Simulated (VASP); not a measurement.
Write the native input for VASP 6.6.1 that does the following.

```
Task                   : single point
Functional             : PBEsol
Potentials or basis    : VASP PAW PBE potentials, release 64 (Sr_sv, O)
Cutoff                 : 600 eV
k mesh                 : 6 × 6 × 6
Occupations            : gaussian, width 0.01 eV
Spin                   : no spin polarisation
Dipole correction      : no
Further INCAR settings : ALGO = Normal; EDIFF = 1e-06; NBANDS = 15
```

The structure of SrO (x) lies in POSCAR:

```
SrO
1.0
    0.0000000000      2.5800000000      2.5800000000
    2.5800000000      0.0000000000      2.5800000000
    2.5800000000      2.5800000000      0.0000000000
Sr O
1 1
Direct
    0.0000000000      0.0000000000      0.0000000000
    0.5000000000      0.5000000000      0.5000000000
```

These files were run (other wordings do the same):

INCAR

```
SYSTEM = SrO
PREC = Accurate
ENCUT = 600
EDIFF = 1E-6
ISMEAR = 0
SIGMA = 0.01
LREAL = .False.
LASPH = .True.
NELM = 120
ALGO = Normal
ISIF = 2
LWAVE = .False.
LCHARG = .False.
GGA = PS
NBANDS = 15
GGA_COMPAT = .False.
```

KPOINTS

```
Automatic mesh
0
Gamma
  6 6 6
  0 0 0
```

Potentials or basis: VASP PAW PBE potentials, release 64 (Sr_sv, O).

The run is started by

```console
$ cat potpaw_PBE.64/Sr_sv/POTCAR potpaw_PBE.64/O/POTCAR > POTCAR
$ mpirun -np 1 vasp_std > vasp.out
```

It gave:

* Pressure: -1.5 GPa
* Band gap on the k mesh: 3.16 eV, indirect (least direct gap 3.26 eV)

Caveat: the PAW data sets were made with another functional, which shifts forces and pressure a little.

Run time: 18 s on 1 thread of Intel Xeon 8259CL, on a shared host, peak memory 0.17 GiB.
